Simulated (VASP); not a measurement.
# B (Pm-3m) in VASP: settings compared

The runs below take B through single point, with PBEsol, PBEsol+D4.

All numbers are computed with VASP 6.6.1; they aren't measurements. Logs are shortened: lines on timing, memory, paths and dates and some standing lists are left out, and cuts for length are marked.

### 1 The cell of the first run

It takes space group Pm-3m (No. 221, cubic). The conventional cell has a = 1.652 Å, b = 1.652 Å, c = 1.652 Å, α = 90.00°, β = 90.00°, γ = 90.00°. Within 2.2 Å of B (site symmetry m-3m) lie 6 B at 1.65 Å.

### 2 Single point, PBEsol (volume scaled by 0.68)

INCAR

```
SYSTEM = B
ALGO     = Normal         ! electronic algorithm
EDIFF    = 1E-7           ! SCF threshold, eV
ENCUT    = 520            ! plane-wave cutoff, eV
GGA      = PS             ! functional
ISIF     = 2              ! what is computed and relaxed
ISMEAR   = -1             ! smearing method
LASPH    = .True.         ! aspherical terms in the spheres
LCHARG   = .False.        ! write CHGCAR
LREAL    = .False.        ! projectors in reciprocal space
LWAVE    = .False.        ! write WAVECAR
NBANDS   = 8              ! bands
NELM     = 60             ! most SCF steps
PREC     = Accurate       ! precision mode
SIGMA    = 0.05           ! smearing width, eV
```

KPOINTS

```
k-points
0
Gamma
  20 20 20
  0 0 0
```

POSCAR

```
B
1.0
    1.6515030664      0.0000000000      0.0000000000
    0.0000000000      1.6515030664      0.0000000000
    0.0000000000      0.0000000000      1.6515030664
B
1
Direct
    0.0000000000      0.0000000000      0.0000000000
```

Potentials or basis: VASP PAW PBE potentials, release 64 (B).

Command:

```bash
> cat potpaw_PBE.64/B/POTCAR > POTCAR
> mpirun -np 1 vasp_std > vasp.out
```

OUTCAR:

```text
SYSTEM = B
   EDIFF = 1E-7
   ENCUT = 520
   GGA = PS
   ISIF = 2
   ISMEAR = -1
   LASPH = .True.
   LREAL = .False.
   NELM = 60
   PREC = Accurate

 ion  position               nearest neighbor table
   1  0.000  0.000  0.000-

  LATTYP: Found a simple cubic cell.
 ALAT       =     1.6515030664

  Lattice vectors:

 A1 = (   1.6515030664,   0.0000000000,   0.0000000000)
 A2 = (   0.0000000000,   1.6515030664,   0.0000000000)
 A3 = (   0.0000000000,   0.0000000000,   1.6515030664)

Analysis of symmetry for initial positions (statically):
=====================================================================
 Subroutine PRICEL returns:
 Original cell was already a primitive cell.

 Routine SETGRP: Setting up the symmetry group for a
 simple cubic supercell.

 Subroutine GETGRP returns: Found 48 space group operations
 (whereof 48 operations were pure point group operations)
 out of a pool of 48 trial point group operations.

The static configuration has the point symmetry O_h .

Analysis of symmetry for dynamics (positions and initial velocities):
=====================================================================
 Subroutine PRICEL returns:
 Original cell was already a primitive cell.

 Routine SETGRP: Setting up the symmetry group for a
 simple cubic supercell.

 Subroutine GETGRP returns: Found 48 space group operations
 (whereof 48 operations were pure point group operations)
 out of a pool of 48 trial point group operations.

The dynamic configuration has the point symmetry O_h .

 Subroutine INISYM returns: Found 48 space group operations
 (whereof 48 operations are pure point group operations),
 and found     1 'primitive' translations

----------------------------------------------------------------------------------------

                                     Primitive cell

  volume of cell :       4.5044

  direct lattice vectors                    reciprocal lattice vectors
     1.651503066  0.000000000  0.000000000     0.605509018  0.000000000  0.000000000
     0.000000000  1.651503066  0.000000000     0.000000000  0.605509018  0.000000000
     0.000000000  0.000000000  1.651503066     0.000000000  0.000000000  0.605509018

  length of vectors
     1.651503066  1.651503066  1.651503066     0.605509018  0.605509018  0.605509018

  position of ions in fractional coordinates (direct lattice)
     0.000000000  0.000000000  0.000000000
[... 70 lines left out ...]
   ISPIN  =      1    spin polarized calculation?
   LNONCOLLINEAR =      F non collinear calculations
   LSORBIT =      F    spin-orbit coupling
   LASPH  =      T    aspherical Exc in radial PAW
   ENCUT  =  520.0 eV  38.22 Ry    6.18 a.u.   3.07  3.07  3.07*2*pi/ulx,y,z
   NELM   =     60;   NELMIN=  2; NELMDL= -5     # of ELM steps
   EDIFF  = 0.1E-06   stopping-criterion for ELM
   LREAL  =      F    real-space projection
   EDIFFG = 0.1E-05   stopping-criterion for IOM
   NSW    =      0    number of steps for IOM
   IBRION =     -1    ionic relax: 0-MD 1-quasi-New 2-CG
   NFREE  =      0    steps in history (QN), initial steepest desc. (CG)
   ISIF   =      2    stress and relaxation
   ISYM   =      2    0-nonsym 1-usesym 2-fastsym
   POTIM  = 0.5000    time-step for ionic-motion
   TEBEG  =    0.0;   TEEND  =   0.0 temperature during run
   PSTRESS=    0.0 pullay stress
   NELECT =       3.0000    total number of electrons
   NUPDOWN=      -1.0000    fix difference up-down
   EMIN   =  10.00;   EMAX   =-10.00  energy-range for DOS
   EFERMI =   0.00;   METHOD = LEGACY
   ISMEAR =    -1;   SIGMA  =   0.05  broadening in eV -4-tet -1-fermi 0-gaus
   EFERMI_NEDOS =   21; number of points for ismear=-14 and -15
   IALGO  =     38    algorithm
   IMIX   =      4    mixing-type and parameters
     AMIX     =   0.40;   BMIX     =  1.00
     AMIX_MAG =   1.60;   BMIX_MAG =  1.00
  volume/ion in A,a.u.               =       4.50        30.40
  Fermi-wavevector in a.u.,A,eV,Ry     =   1.429670  2.701685 27.809722  2.043957
  Thomas-Fermi vector in A             =   2.549599
   LORBIT       =      0    0 simple, 1 ext, 2 COOP (PROOUT), +10 PAW based schemes
   GGA     = PS    functional components
   LHFCALC =     F    Hartree Fock is set to
   AEXX    =    0.0000 exact exchange contribution
   IVDW    =     0    specifies the selected vdW correction
   LEPSILON=     F    determine dielectric tensor
   LRPA    =     F    only Hartree local field effects (RPA)
 non-spin polarized calculation
  energy-cutoff  :      520.00
  volume of cell :        4.50
 maximum number of plane-waves:       136
   NGX =  7   NGY =  7   NGZ =  7

 number of electron       3.0000000 magnetization

 Free energy of the ion-electron system (eV)
  ---------------------------------------------------
  ext. energy  EPLUGINS =         0.00000000
  ---------------------------------------------------
  free energy    TOTEN  =        -5.06901441 eV

  energy without entropy =       -5.06635921  energy(sigma->0) =       -5.06768681

 E-fermi :  11.4610     XC(G=0): -14.1310

 val. band max:       11.4580085412   @ k =   0.4000   0.2500   0.2500
 cond. band min:      11.4674120047   @ k =   0.4000   0.4000   0.2000
 fundamental gap:      0.0094034635
 Fermi energy:        11.4609772496

 k-point     1 :       0.0000    0.0000    0.0000
  band No.  band energies     occupation
      1      -8.4671      2.00000
      2      30.1535      0.00000
      3      30.1535      0.00000
      4      30.1535      0.00000
      5      41.3327      0.00000
      6      41.3327      0.00000
      7      56.6806      0.00000
      8      81.0891      0.00000
[... 243 lines left out ...]
 k-point    24 :       0.2000    0.1000    0.0000
  band No.  band energies     occupation
      1      -6.4147      2.00000
      2      19.1930      0.00000
      3      28.3748      0.00000
      4      32.1289      0.00000
      5      47.0021      0.00000
      6      52.4100      0.00000
      7      56.6750      0.00000
      8      68.1589      0.00000

 [... further k-points ...]
[... 5 lines left out ...]
  --------------------------------------------------------------------------------------
  -------------------------------------------------------------------------------------
  Total        5.1753410      5.1753410      5.1753410     -0.0000000     -0.0000000     -0.0000000
  in kB     1840.8203343   1840.8203343   1840.8203343     -0.0000000     -0.0000000     -0.0000000
  external PRESSURE =    1840.8203343 kB  Pullay stress =       0.0000000 kB

 VOLUME and BASIS-vectors are now :
 -----------------------------------------------------------------------------
  energy-cutoff  :      520.00
  volume of cell :        4.50
      direct lattice vectors                 reciprocal lattice vectors
     1.651503066  0.000000000  0.000000000     0.605509018  0.000000000  0.000000000
     0.000000000  1.651503066  0.000000000     0.000000000  0.605509018  0.000000000
     0.000000000  0.000000000  1.651503066     0.000000000  0.000000000  0.605509018

 POSITION                                       TOTAL-FORCE (eV/Angst)
 -----------------------------------------------------------------------------------
      0.00000      0.00000      0.00000         0.000000      0.000000      0.000000
 -----------------------------------------------------------------------------------
    total drift:                               -0.000000      0.000000     -0.000000

  FREE ENERGIE OF THE ION-ELECTRON SYSTEM (eV)
  ---------------------------------------------------
  free  energy   TOTEN  =        -5.0690144119 eV

  energy  without entropy=       -5.0663592147  energy(sigma->0) =       -5.06768681
```

OSZICAR:

```text
N       E                     dE             d eps       ncg     rms          rms(c)
DAV:   1    -0.298317211822E+01   -0.29832E+01   -0.17438E+03  5280   0.309E+02
DAV:   2    -0.513032985957E+01   -0.21472E+01   -0.20486E+01  5952   0.374E+01
DAV:   3    -0.513161704002E+01   -0.12872E-02   -0.12871E-02  5184   0.102E+00
DAV:   4    -0.513161706816E+01   -0.28143E-07   -0.28386E-07  6384   0.424E-03
DAV:   5    -0.513161706701E+01    0.11445E-08   -0.11550E-11  5056   0.135E-05    0.285E+00
DAV:   6    -0.508859861436E+01    0.43018E-01   -0.10727E-02  5200   0.653E-01    0.174E+00
DAV:   7    -0.506902534449E+01    0.19573E-01   -0.17023E-02  5360   0.819E-01    0.138E-01
DAV:   8    -0.506901670891E+01    0.86356E-05   -0.17862E-05  4832   0.426E-02    0.138E-02
DAV:   9    -0.506901439722E+01    0.23117E-05   -0.26335E-06  5568   0.106E-02    0.222E-03
DAV:  10    -0.506901441185E+01   -0.14633E-07   -0.43946E-09  3560   0.619E-04
   1 F= -.50690144E+01 E0= -.50676868E+01  d E =-.265520E-02
```

It took 2.7 s on 1 thread of Intel Xeon Platinum 8488C (Sapphire Rapids), shared host; peak memory 0.1 GiB.

What came out:

```yaml
Free_energy: -5.0690 eV
Pressure: 184.1 GPa
```

Caveat: the PAW data sets were made with another functional, which shifts forces and pressure a little.

### 3 Single point, PBEsol (volume scaled by 0.78)

INCAR

```
SYSTEM = B
PREC = Accurate ; ENCUT = 520
EDIFF = 1E-6 ; ISMEAR = -1
SIGMA = 0.05 ; LREAL = .FALSE.
LASPH = .TRUE. ; NELM = 60
ALGO = Normal ; ISIF = 2
LWAVE = .FALSE. ; LCHARG = .TRUE.
GGA = PS ; LELF = .TRUE.
LVHAR = .TRUE. ; NBANDS = 8
```

KPOINTS

```
regular mesh
0
G
  20 20 20
  0 0 0
```

POSCAR

```
B
1.0
    1.7287861758      0.0000000000      0.0000000000
    0.0000000000      1.7287861758      0.0000000000
    0.0000000000      0.0000000000      1.7287861758
B
1
Direct
    0.0000000000      0.0000000000      0.0000000000
```

Potentials or basis: VASP PAW PBE potentials, release 64 (B).

Command:

```bash
> cat potpaw_PBE.64/B/POTCAR > POTCAR
> mpirun -np 1 vasp_std > vasp.out
```

Run time: 3.8 s. Hardware: 1 thread of Intel Xeon Platinum 8488C (Sapphire Rapids), shared host; peak memory 0.11 GiB.

It converged, with:

| Property | Result |
| --- | --- |
| Free energy | -5.6279 eV |
| Pressure | 93.8 GPa |

Levels at points of the mesh, in eV from the Fermi level:
```csv
k point,band 1,band 2,band 3,band 4,band 5,band 6,band 7
"(0.00, 0.00, 0.00)",-18.40,16.79,16.79,16.79,27.69,27.69,40.60
"(0.50, 0.00, 0.00)",-10.45,-6.31,21.91,21.91,35.36,36.66,42.32
"(0.50, 0.50, 0.00)",-2.54,-2.54,7.23,8.26,26.09,47.65,47.65
"(0.50, 0.50, 0.50)",4.30,4.30,4.30,18.50,18.50,18.50,23.57
```

Caveat: the PAW data sets were made with another functional, which shifts forces and pressure a little.

### 4 Single point, PBEsol (volume scaled by 0.88)

INCAR

```
SYSTEM = B
PREC = Accurate ; ENCUT = 520
EDIFF = 1E-6 ; ISMEAR = -1
SIGMA = 0.05 ; LREAL = .False.
LASPH = .True. ; NELM = 60
ALGO = Normal ; ISIF = 2
LWAVE = .False. ; LCHARG = .False.
GGA = PS ; NBANDS = 8
```

KPOINTS

```
regular mesh
0
Gamma
  20 20 20
  0 0 0
```

POSCAR

```
B
1.0
    1.7997159719      0.0000000000      0.0000000000
    0.0000000000      1.7997159719      0.0000000000
    0.0000000000      0.0000000000      1.7997159719
B
1
Direct
    0.0000000000      0.0000000000      0.0000000000
```

Potentials or basis: VASP PAW PBE potentials, release 64 (B).

Command:

```bash
> cat potpaw_PBE.64/B/POTCAR > POTCAR
> mpirun -np 1 vasp_std > vasp.out
```

OUTCAR:

```text
SYSTEM = B
   PREC = Accurate
   ENCUT = 520
   EDIFF = 1E-6
   ISMEAR = -1
   LREAL = .False.
   LASPH = .True.
   NELM = 60
   ISIF = 2
   GGA = PS

 ion  position               nearest neighbor table
   1  0.000  0.000  0.000-

  LATTYP: Found a simple cubic cell.
 ALAT       =     1.7997159719

  Lattice vectors:

 A1 = (   1.7997159719,   0.0000000000,   0.0000000000)
 A2 = (   0.0000000000,   1.7997159719,   0.0000000000)
 A3 = (   0.0000000000,   0.0000000000,   1.7997159719)

Analysis of symmetry for initial positions (statically):
=====================================================================
 Subroutine PRICEL returns:
 Original cell was already a primitive cell.

 Routine SETGRP: Setting up the symmetry group for a
 simple cubic supercell.

 Subroutine GETGRP returns: Found 48 space group operations
 (whereof 48 operations were pure point group operations)
 out of a pool of 48 trial point group operations.

The static configuration has the point symmetry O_h .

Analysis of symmetry for dynamics (positions and initial velocities):
[... 152 lines left out ...]
  ---------------------------------------------------
  free energy    TOTEN  =        -5.89433641 eV

  energy without entropy =       -5.89208574  energy(sigma->0) =       -5.89321108

 E-fermi :   8.4242     XC(G=0): -12.9994

 val. band max:        8.3827706235   @ k =   0.3500   0.2500   0.0000
 cond. band min:       8.4462558161   @ k =   0.5000   0.4000   0.3000
 fundamental gap:      0.0634851926
 Fermi energy:         8.4242174941

 k-point     1 :       0.0000    0.0000    0.0000
  band No.  band energies     occupation
      1      -8.7040      2.00000
      2      23.6864      0.00000
      3      23.6864      0.00000
      4      23.6864      0.00000
      5      34.3571      0.00000
      6      34.3571      0.00000
      7      45.3368      0.00000
      8      66.9406      0.00000
[... 243 lines left out ...]
 k-point    24 :       0.2000    0.1000    0.0000
  band No.  band energies     occupation
      1      -6.8815      2.00000
      2      14.8534      0.00000
      3      22.2482      0.00000
      4      25.2439      0.00000
      5      38.7928      0.00000
      6      42.6022      0.00000
      7      46.4059      0.00000
      8      56.4656      0.00000

 [... further k-points ...]
[... 5 lines left out ...]
  --------------------------------------------------------------------------------------
  -------------------------------------------------------------------------------------
  Total        1.4273593      1.4273593      1.4273593     -0.0000000      0.0000000     -0.0000000
  in kB      392.3123425    392.3123425    392.3123425     -0.0000000      0.0000000     -0.0000000
  external PRESSURE =     392.3123425 kB  Pullay stress =       0.0000000 kB

 VOLUME and BASIS-vectors are now :
 -----------------------------------------------------------------------------
  energy-cutoff  :      520.00
  volume of cell :        5.83
      direct lattice vectors                 reciprocal lattice vectors
     1.799715972  0.000000000  0.000000000     0.555643232  0.000000000  0.000000000
     0.000000000  1.799715972  0.000000000     0.000000000  0.555643232  0.000000000
     0.000000000  0.000000000  1.799715972     0.000000000  0.000000000  0.555643232

 POSITION                                       TOTAL-FORCE (eV/Angst)
 -----------------------------------------------------------------------------------
      0.00000      0.00000      0.00000         0.000000      0.000000      0.000000
 -----------------------------------------------------------------------------------
    total drift:                                0.000000     -0.000000     -0.000000

  FREE ENERGIE OF THE ION-ELECTRON SYSTEM (eV)
  ---------------------------------------------------
  free  energy   TOTEN  =        -5.8943364132 eV

  energy  without entropy=       -5.8920857386  energy(sigma->0) =       -5.89321108
```

Run time: 3.5 s. Hardware: 1 thread of Intel Xeon Platinum 8488C (Sapphire Rapids), shared host; peak memory 0.11 GiB.

Results:

* Free energy: -5.8943 eV
* Pressure: 39.2 GPa

Caveat: the PAW data sets were made with another functional, which shifts forces and pressure a little.

[end of part 1 of 2]
